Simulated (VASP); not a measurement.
# Ta (I4/mmm) in VASP: further runs, part 2 of 2

VASP 6.6.1.

## Step 4: Electric field gradients, PBEsol (equal xx and yy strain of +1 %)

Contents of INCAR:

```
ALGO = Normal ; EDIFF = 1E-8
ENCUT = 400 ; GGA = PS
GGA_COMPAT = False ; ISIF = 2
ISMEAR = -1 ; LASPH = True
LCHARG = False ; LEFG = True
LREAL = False ; LWAVE = False
NBANDS = 12 ; NELM = 120
PREC = Accurate ; SIGMA = 0.05
```

Contents of KPOINTS:

```
k-points
0
Gamma
  15 15 15
```

Contents of POSCAR:

```
Ta
1.0
   -1.6677928000      1.6677928000      1.6512800000
    1.6677928000     -1.6677928000      1.6512800000
    1.6677928000      1.6677928000     -1.6512800000
Ta
1
Direct
    0.0000000000      0.0000000000      0.0000000000
```

Potentials or basis: VASP PAW PBE potentials, release 64 (Ta_pv).

Run with:

```sh
cat potpaw_PBE.64/Ta_pv/POTCAR > POTCAR
mpirun -np 1 vasp_std > vasp.out
```

OUTCAR:

```text
EDIFF = 1E-8
   ENCUT = 400
   GGA = PS
   ISIF = 2
   ISMEAR = -1
   LASPH = True
   LREAL = False
   NELM = 120
   PREC = Accurate

 ion  position               nearest neighbor table
   1  0.000  0.000  0.000-

  LATTYP: Found a body centered tetragonal cell.
 ALAT       =     3.3355856000
 C/A-ratio  =     0.9900990099

  Lattice vectors:

[... 566 lines left out ...]
 -----------------------------------------------------------------------------------
    total drift:                                0.000000      0.000000      0.000000

  FREE ENERGIE OF THE ION-ELECTRON SYSTEM (eV)
  ---------------------------------------------------
  free  energy   TOTEN  =       -12.5383971311 eV

  energy  without entropy=      -12.5273003047  energy(sigma->0) =      -12.53284872

 Electric field gradients (V/A^2)
---------------------------------------------------------------------
 ion       V_xx      V_yy      V_zz      V_xy      V_xz      V_yz
---------------------------------------------------------------------
   1       2.506     2.506    -5.012    -0.001    -0.001    -0.001
---------------------------------------------------------------------

 Electric field gradients after diagonalization (V/A^2)
 (convention: |V_zz| > |V_xx| > |V_yy|)
----------------------------------------------------------------------
 ion       V_xx      V_yy      V_zz     asymmetry (V_yy - V_xx)/ V_zz
----------------------------------------------------------------------
   1       2.507     2.505    -5.012       0.000
----------------------------------------------------------------------

           NMR quadrupolar parameters

 Cq : quadrupolar parameter    Cq=e*Q*V_zz/h
 eta: asymmetry parameters     (V_yy - V_xx)/ V_zz
 Q  : nuclear electric quadrupole moment in mb (millibarn)
----------------------------------------------------------------------
 ion       Cq(MHz)       eta       Q (mb)
----------------------------------------------------------------------
   1      -0.012       0.000       1.000
----------------------------------------------------------------------
```

Wall time 27 s (1 thread of Intel Xeon 6975P-C, shared host); peak memory 0.16 GiB.

What came out:

```yaml
Free_energy: -12.5384 eV
Pressure: -7.6 GPa
```

Electric field gradients, principal values (V/Å²):
| atom | least | middle | greatest (by size) |
| --- | --- | --- | --- |
| 1 Ta | 2.505 | 2.507 | -5.012 |

Caveat: the cell differs from its parent crystal (equal xx and yy strain of +1 %); without QUAD_EFG the Cq values of the log hold for a quadrupole moment of 1 mb, not for the nuclei; the PAW data sets were made with another functional, which shifts forces and pressure a little; spin-orbit coupling is left out, which moves the levels of the heavy elements.

## Step 5: Electric field gradients, PBEsol (zz strain of +2 %)

Contents of INCAR:

```
SYSTEM = Ta
  ALGO = Normal
  EDIFF = 1E-8
  ENCUT = 520
  GGA = PS
  ISIF = 2
  ISMEAR = -1
  LASPH = .TRUE.
  LCHARG = .FALSE.
  LEFG = .TRUE.
  LREAL = .FALSE.
  LWAVE = .FALSE.
  NBANDS = 12
  NELM = 100
  PREC = Accurate
  SIGMA = 0.05
```

Contents of KPOINTS:

```
k-points
0
G
  15 15 15
  0 0 0
```

Contents of POSCAR:

```
Ta
1.0
   -1.6512800000      1.6512800000      1.6843056000
    1.6512800000     -1.6512800000      1.6843056000
    1.6512800000      1.6512800000     -1.6843056000
Ta
1
Direct
    0.0000000000      0.0000000000      0.0000000000
```

Potentials or basis: VASP PAW PBE potentials, release 64 (Ta_pv).

Run with:

```sh
cat potpaw_PBE.64/Ta_pv/POTCAR > POTCAR
mpirun -np 1 vasp_std > vasp.out
```

OUTCAR:

```text
SYSTEM = Ta
   EDIFF = 1E-8
   ENCUT = 520
   GGA = PS
   ISIF = 2
   ISMEAR = -1
   LASPH = .TRUE.
   LREAL = .FALSE.
   NELM = 100
   PREC = Accurate

 ion  position               nearest neighbor table
   1  0.000  0.000  0.000-

  LATTYP: Found a body centered tetragonal cell.
 ALAT       =     3.3025600000
 C/A-ratio  =     1.0200000000

  Lattice vectors:

 A1 = (  -1.6512800000,   1.6512800000,   1.6843056000)
 A2 = (   1.6512800000,  -1.6512800000,   1.6843056000)
 A3 = (   1.6512800000,   1.6512800000,  -1.6843056000)

Analysis of symmetry for initial positions (statically):
=====================================================================
 Subroutine PRICEL returns:
 Original cell was already a primitive cell.

 Routine SETGRP: Setting up the symmetry group for a
 body centered tetragonal supercell.

 Subroutine GETGRP returns: Found 16 space group operations
 (whereof 16 operations were pure point group operations)
 out of a pool of 16 trial point group operations.

The static configuration has the point symmetry D_4h.

Analysis of symmetry for dynamics (positions and initial velocities):
=====================================================================
 Subroutine PRICEL returns:
 Original cell was already a primitive cell.

 Routine SETGRP: Setting up the symmetry group for a
 body centered tetragonal supercell.

 Subroutine GETGRP returns: Found 16 space group operations
 (whereof 16 operations were pure point group operations)
 out of a pool of 16 trial point group operations.

The dynamic configuration has the point symmetry D_4h.

 Subroutine INISYM returns: Found 16 space group operations
 (whereof 16 operations are pure point group operations),
 and found     1 'primitive' translations

----------------------------------------------------------------------------------------

                                     Primitive cell

  volume of cell :      18.3706

  direct lattice vectors                    reciprocal lattice vectors
    -1.651280000  1.651280000  1.684305600     0.000000000  0.302795407  0.296858242
     1.651280000 -1.651280000  1.684305600     0.302795407  0.000000000  0.296858242
     1.651280000  1.651280000 -1.684305600     0.302795407  0.302795407  0.000000000

  length of vectors
     2.879294468  2.879294468  2.879294468     0.424039945  0.424039945  0.428217371

  position of ions in fractional coordinates (direct lattice)
     0.000000000  0.000000000  0.000000000

  ion indices of the primitive-cell ions
   primitive index   ion index
                 1           1

----------------------------------------------------------------------------------------

 KPOINTS: k-points

Automatic generation of k-mesh.
 Grid dimensions read from file:
 generate k-points for:   15   15   15

 Generating k-lattice:

  Cartesian coordinates                     Fractional coordinates (reciprocal lattice)
     0.000000000  0.020186360  0.019790549     0.066666667  0.000000000  0.000000000
     0.020186360  0.000000000  0.019790549     0.000000000  0.066666667  0.000000000
     0.020186360  0.020186360  0.000000000     0.000000000  0.000000000  0.066666667

[... 66 lines left out ...]
   PSTRESS=    0.0 pullay stress
   NELECT =      11.0000    total number of electrons
   NUPDOWN=      -1.0000    fix difference up-down
   EMIN   =  10.00;   EMAX   =-10.00  energy-range for DOS
   EFERMI =   0.00;   METHOD = LEGACY
   ISMEAR =    -1;   SIGMA  =   0.05  broadening in eV -4-tet -1-fermi 0-gaus
   EFERMI_NEDOS =   21; number of points for ismear=-14 and -15
   IALGO  =     38    algorithm
   IMIX   =      4    mixing-type and parameters
     AMIX     =   0.40;   BMIX     =  1.00
     AMIX_MAG =   1.60;   BMIX_MAG =  1.00
  volume/ion in A,a.u.               =      18.37       123.97
  Fermi-wavevector in a.u.,A,eV,Ry     =   1.379849  2.607537 25.905271  1.903984
  Thomas-Fermi vector in A             =   2.504781
   LORBIT       =      0    0 simple, 1 ext, 2 COOP (PROOUT), +10 PAW based schemes
   GGA     = PS    functional components
   LHFCALC =     F    Hartree Fock is set to
   AEXX    =    0.0000 exact exchange contribution
   IVDW    =     0    specifies the selected vdW correction
   LEPSILON=     F    determine dielectric tensor
   LRPA    =     F    only Hartree local field effects (RPA)
 non-spin polarized calculation
  energy-cutoff  :      520.00
  volume of cell :       18.37
 maximum number of plane-waves:       507
 NGX is ok and might be reduce to    24
   NGX = 11   NGY = 11   NGZ = 11

 number of electron      11.0000000 magnetization

 Free energy of the ion-electron system (eV)
  ---------------------------------------------------
  ext. energy  EPLUGINS =         0.00000000
  ---------------------------------------------------
  free energy    TOTEN  =       -12.53748761 eV

  energy without entropy =      -12.52639751  energy(sigma->0) =      -12.53194256

 E-fermi :   5.1620     XC(G=0): -12.6275

 val. band max:        5.1615133686   @ k =  -0.2000   0.4000   0.1333
 cond. band min:       5.1782934243   @ k =  -0.2000  -0.3333   0.1333
 fundamental gap:      0.0167800556
 Fermi energy:         5.1619850099

 k-point     1 :       0.0000    0.0000    0.0000
  band No.  band energies     occupation
      1     -27.9445      2.00000
      2     -27.9396      2.00000
      3     -27.9396      2.00000
      4      -2.6894      2.00000
      5       5.8058      0.00001
      6       5.8058      0.00001
      7       6.0475      0.00000
      8       8.9128      0.00000
      9       9.2436      0.00000
     10      19.7556      0.00000
     11      19.8817      0.00000
     12      20.2325      0.00000
[... 331 lines left out ...]
 k-point    24 :       0.2000    0.1333   -0.0000
  band No.  band energies     occupation
      1     -28.6180      2.00000
      2     -28.1564      2.00000
      3     -27.9953      2.00000
      4       0.2376      2.00000
      5       4.4545      2.00000
      6       4.7167      1.99973
      7       8.1223      0.00000
      8       9.4490      0.00000
      9       9.6883      0.00000
     10      19.6213      0.00000
     11      19.8528      0.00000
     12      21.7024      0.00000

 [... further k-points ...]
[... 5 lines left out ...]
  --------------------------------------------------------------------------------------
  -------------------------------------------------------------------------------------
  Total       -0.7775778     -0.7775778     -1.0261692      0.0000000      0.0000000      0.0000000
  in kB      -67.8159882    -67.8159882    -89.4967406      0.0000000      0.0000000      0.0000000
  external PRESSURE =     -75.0429057 kB  Pullay stress =       0.0000000 kB

 VOLUME and BASIS-vectors are now :
 -----------------------------------------------------------------------------
  energy-cutoff  :      520.00
  volume of cell :       18.37
      direct lattice vectors                 reciprocal lattice vectors
    -1.651280000  1.651280000  1.684305600     0.000000000  0.302795407  0.296858242
     1.651280000 -1.651280000  1.684305600     0.302795407  0.000000000  0.296858242
     1.651280000  1.651280000 -1.684305600     0.302795407  0.302795407  0.000000000

 POSITION                                       TOTAL-FORCE (eV/Angst)
 -----------------------------------------------------------------------------------
      0.00000      0.00000      0.00000         0.000000     -0.000000      0.000000
 -----------------------------------------------------------------------------------
    total drift:                                0.000000      0.000000     -0.000000

  FREE ENERGIE OF THE ION-ELECTRON SYSTEM (eV)
  ---------------------------------------------------
  free  energy   TOTEN  =       -12.5374876117 eV

  energy  without entropy=      -12.5263975076  energy(sigma->0) =      -12.53194256

 Electric field gradients (V/A^2)
---------------------------------------------------------------------
 ion       V_xx      V_yy      V_zz      V_xy      V_xz      V_yz
---------------------------------------------------------------------
   1      -5.706    -5.706    11.411     0.000     0.000     0.000
---------------------------------------------------------------------

 Electric field gradients after diagonalization (V/A^2)
 (convention: |V_zz| > |V_xx| > |V_yy|)
----------------------------------------------------------------------
 ion       V_xx      V_yy      V_zz     asymmetry (V_yy - V_xx)/ V_zz
----------------------------------------------------------------------
   1      -5.706    -5.705    11.411       0.000
----------------------------------------------------------------------

           NMR quadrupolar parameters

 Cq : quadrupolar parameter    Cq=e*Q*V_zz/h
 eta: asymmetry parameters     (V_yy - V_xx)/ V_zz
 Q  : nuclear electric quadrupole moment in mb (millibarn)
----------------------------------------------------------------------
 ion       Cq(MHz)       eta       Q (mb)
----------------------------------------------------------------------
   1       0.028       0.000       1.000
----------------------------------------------------------------------
```

OSZICAR:

```text
N       E                     dE             d eps       ncg     rms          rms(c)
DAV:   1     0.600049608085E+02    0.60005E+02   -0.60118E+03  6944   0.868E+02
DAV:   2    -0.120421215209E+02   -0.72047E+02   -0.70234E+02  7752   0.244E+02
DAV:   3    -0.130660780696E+02   -0.10240E+01   -0.10138E+01  8240   0.273E+01
DAV:   4    -0.130687814832E+02   -0.27034E-02   -0.27032E-02  7716   0.156E+00
DAV:   5    -0.130687907540E+02   -0.92708E-05   -0.92716E-05  8300   0.867E-02    0.133E+01
DAV:   6    -0.126582736137E+02    0.41052E+00   -0.32638E-01  8220   0.603E+00    0.635E+00
DAV:   7    -0.125388546900E+02    0.11942E+00   -0.27626E-01  8048   0.509E+00    0.366E-01
DAV:   8    -0.125375268101E+02    0.13279E-02   -0.93989E-03  7556   0.777E-01    0.138E-01
DAV:   9    -0.125374914776E+02    0.35333E-04   -0.12982E-04  8172   0.116E-01    0.230E-02
DAV:  10    -0.125374876343E+02    0.38433E-05   -0.30795E-06  7612   0.187E-02    0.245E-03
DAV:  11    -0.125374876647E+02   -0.30361E-07   -0.14692E-07  7836   0.420E-03    0.301E-04
DAV:  12    -0.125374876068E+02    0.57885E-07   -0.14638E-09  5012   0.426E-04    0.563E-05
DAV:  13    -0.125374876117E+02   -0.49547E-08   -0.17971E-10  4116   0.155E-04
   1 F= -.12537488E+02 E0= -.12531943E+02  d E =-.110901E-01
```

It took 1.9 min on 1 thread of Intel Xeon 8259CL, shared host; peak memory 0.19 GiB.

What came out:

* Free energy: -12.5375 eV
* Pressure: -7.5 GPa

Electric field gradients, principal values (V/Å²):
```tsv
atom	least	middle	greatest (by size)
1 Ta	-5.705	-5.706	11.411
```

Caveat: the cell differs from its parent crystal (zz strain of +2 %); without QUAD_EFG the Cq values of the log hold for a quadrupole moment of 1 mb, not for the nuclei; the PAW data sets were made with another functional, which shifts forces and pressure a little; spin-orbit coupling is left out, which moves the levels of the heavy elements.

## Step 6: Electric field gradients, PBEsol (zz strain of +2 %)

Contents of INCAR:

```
PREC = Accurate ; ENCUT = 520
EDIFF = 1E-8 ; ISMEAR = -1
SIGMA = 0.05 ; LREAL = False
LASPH = True ; NELM = 100
ALGO = Normal ; ISIF = 2
LWAVE = False ; LCHARG = False
GGA = PS ; LEFG = True
NBANDS = 12
```

Contents of KPOINTS:

```
regular mesh
0
Gamma
  15 15 15
```

POSCAR is that of step 5.

Potentials or basis: VASP PAW PBE potentials, release 64 (Ta_pv).

Run with:

```sh
cat potpaw_PBE.64/Ta_pv/POTCAR > POTCAR
mpirun -np 1 vasp_std > vasp.out
```

OUTCAR:

```text
PREC = Accurate
   ENCUT = 520
   EDIFF = 1E-8
   ISMEAR = -1
   LREAL = False
   LASPH = True
   NELM = 100
   ISIF = 2
   GGA = PS

 ion  position               nearest neighbor table
   1  0.000  0.000  0.000-

  LATTYP: Found a body centered tetragonal cell.
 ALAT       =     3.3025600000
 C/A-ratio  =     1.0200000000

  Lattice vectors:

 A1 = (  -1.6512800000,   1.6512800000,   1.6843056000)
[... 566 lines left out ...]
 -----------------------------------------------------------------------------------
    total drift:                                0.000000      0.000000     -0.000000

  FREE ENERGIE OF THE ION-ELECTRON SYSTEM (eV)
  ---------------------------------------------------
  free  energy   TOTEN  =       -12.5374876117 eV

  energy  without entropy=      -12.5263975076  energy(sigma->0) =      -12.53194256

 Electric field gradients (V/A^2)
---------------------------------------------------------------------
 ion       V_xx      V_yy      V_zz      V_xy      V_xz      V_yz
---------------------------------------------------------------------
   1      -5.706    -5.706    11.411     0.000     0.000     0.000
---------------------------------------------------------------------

 Electric field gradients after diagonalization (V/A^2)
 (convention: |V_zz| > |V_xx| > |V_yy|)
----------------------------------------------------------------------
 ion       V_xx      V_yy      V_zz     asymmetry (V_yy - V_xx)/ V_zz
----------------------------------------------------------------------
   1      -5.706    -5.705    11.411       0.000
----------------------------------------------------------------------

           NMR quadrupolar parameters

 Cq : quadrupolar parameter    Cq=e*Q*V_zz/h
 eta: asymmetry parameters     (V_yy - V_xx)/ V_zz
 Q  : nuclear electric quadrupole moment in mb (millibarn)
----------------------------------------------------------------------
 ion       Cq(MHz)       eta       Q (mb)
----------------------------------------------------------------------
   1       0.028       0.000       1.000
----------------------------------------------------------------------
```

stdout:

```text
POSCAR found type information on POSCAR Ta
 POSCAR found :  1 types and       1 ions
 scaLAPACK will be used
 -----------------------------------------------------------------------------
|                                                                             |
|                                                                             |
|     You enforced a specific xc type in the INCAR file but a different       |
|     I HOPE YOU KNOW WHAT YOU ARE DOING!                                     |
|                                                                             |
 -----------------------------------------------------------------------------

 LDA part: xc-table for (Slater+PW92), standard interpolation
 POSCAR, INCAR and KPOINTS ok, starting setup
 FFT: planning ... GRIDC
 FFT: planning ... GRID_SOFT
 FFT: planning ... GRID
 WAVECAR not read
 entering main loop
ion   1
```

Wall time 2.1 min (1 thread of Intel Xeon 8259CL, shared host); peak memory 0.19 GiB.

What came out:

| Item | Value |
| --- | --- |
| Free energy | -12.5375 eV |
| Pressure | -7.5 GPa |

Electric field gradients, principal values (V/Å²):
```csv
atom,least,middle,greatest (by size)
1 Ta,-5.705,-5.706,11.411
```

Caveat: the cell differs from its parent crystal (zz strain of +2 %); without QUAD_EFG the Cq values of the log hold for a quadrupole moment of 1 mb, not for the nuclei; the PAW data sets were made with another functional, which shifts forces and pressure a little; spin-orbit coupling is left out, which moves the levels of the heavy elements.

## Step 7: The runs side by side

```csv
cell,cutoff (eV),gap on the mesh (eV),pressure (GPa)
"a = 2.822 Å, angles 110.0, 110.0, 108.4°, 1 atom",400,none,4.6
"a = 2.879 Å, angles 109.2, 109.2, 110.0°, 1 atom",400,none,-7.6
"a = 2.879 Å, angles 110.0, 110.0, 108.4°, 1 atom",520,none,-7.5
```

Alike in all rows: task electric field gradients; level PBEsol; potentials or basis VASP PAW PBE potentials, release 64 (Ta_pv); no spin polarisation; k mesh 15 × 15 × 15; smearing fermi-dirac 0.05 eV.

Caveats: the PAW data sets were made with another functional, which shifts forces and pressure a little; spin-orbit coupling is left out, which moves the levels of the heavy elements.

Total energies depend on the potentials used, so only differences within one code and one set of settings carry meaning.
